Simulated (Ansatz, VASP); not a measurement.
**One calculation of H3C2, two programs**

```
CELL_PARAMETERS angstrom
3.57945 -3.22764 0.00000
3.57945 3.22764 0.00000
-0.78189 0.00000 4.00252
ATOMIC_POSITIONS crystal
H 0.26935 0.26935 0.54874
H 0.73065 0.73065 0.45126
H 0.21428 0.48964 0.22731
H 0.51036 0.78572 0.77269
H 0.78572 0.51036 0.77269
H 0.48964 0.21428 0.22731
C 0.07999 0.07999 0.08342
C 0.92001 0.92001 0.91658
C 0.27218 0.27218 0.28041
C 0.72782 0.72782 0.71959
```

Alike in both runs: functional PBE; dispersion D3(BJ); k mesh 6 × 6 × 6; occupations gaussian, width 0.02 eV; no spin polarisation.

Ansatz relaxed the structure, and its values are those at the end. VASP's run is a single point on that final structure, the one shown.

|  | VASP | Ansatz |
| --- | --- | --- |
| version | VASP 6.6.1 | Ansatz 0.2.0 |
| potentials or method | VASP PAW PBE potentials, release 64 (H, C), cutoff 520 eV | scalar-relativistic, plane waves, PAW |
| valence electrons in the cell | 22 | 22 |

Ansatz gave:

* gap on the k mesh at the Fermi level (eV): 4.70
* least direct gap on the mesh (eV): 5.02
* pressure (GPa): 0.0
* rms of the force components (eV/Å): 0.003

Task: Which values does VASP return?

Result: gap on the k mesh at the Fermi level (eV): 4.71; least direct gap on the mesh (eV): 5.02; pressure (GPa): -0.1; rms of the force components (eV/Å): 0.020.

Ansatz's warnings: stress scf threshold loose.
